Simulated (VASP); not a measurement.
Input of a VASP 6.6.1 run:

Contents of POSCAR:

```
MoS2
1.0
    3.1841260000      0.0000000000      0.0000000000
   -1.5920630000      2.7575340049      0.0000000000
    0.0000000000      0.0000000000     17.3346000000
Mo S
1 2
Direct
    0.0000000000      0.0000000000      0.0000000000
    0.3333333333      0.6666666667      0.0894900000
    0.3333333333      0.6666666667      0.9105100000
```

INCAR.step1

```
SYSTEM = MoS2
  ALGO = Normal
  EDIFF = 1E-4
  ENCUT = 520
  GGA = PE
  ISMEAR = 0
  LASPH = .TRUE.
  LCHARG = .FALSE.
  LREAL = .FALSE.
  LWAVE = .TRUE.
  NBANDS = 20
  NELM = 100
  PREC = Accurate
  SIGMA = 0.1
```

The input INCAR.step2:

```
SYSTEM = MoS2
  ALGO = Normal
  EDIFF = 1E-6
  ENCUT = 520
  ISIF = 2
  ISMEAR = 0
  ISTART = 1
  LASPH = .TRUE.
  LCHARG = .TRUE.
  LELF = .TRUE.
  LMIXTAU = .TRUE.
  LREAL = .FALSE.
  LVHAR = .TRUE.
  LWAVE = .FALSE.
  METAGGA = R2SCAN
  NBANDS = 20
  NELM = 100
  PREC = Accurate
  SIGMA = 0.1
```

File KPOINTS:

```
k-points
0
G
  3 3 1
  0 0 0
```

Potentials or basis: VASP PAW PBE potentials, release 64 (Mo_sv, S).

Command:

```bash
$ cat potpaw_PBE.64/Mo_sv/POTCAR potpaw_PBE.64/S/POTCAR > POTCAR
$ cp INCAR.step1 INCAR
$ mpirun -np 1 vasp_std > vasp.out
$ cp INCAR.step2 INCAR
$ mpirun -np 1 vasp_std > vasp.out
```

**Question.** Predict the band gap on the k mesh.

**Answer.** 1.72 eV, indirect (least direct gap 1.75 eV).

**Question.** What does it give for the largest force?

**Answer.** 0.126 eV/Å.

Forces in eV/Å, atoms in the order of the input:
```
Mo   0.000  0.000  0.000
S    0.000  0.000 -0.126
S    0.000  0.000  0.126
```

Caveat: the k points lie up to 0.76 Å⁻¹ apart; the PAW data sets were made with another functional, which shifts forces and pressure a little.
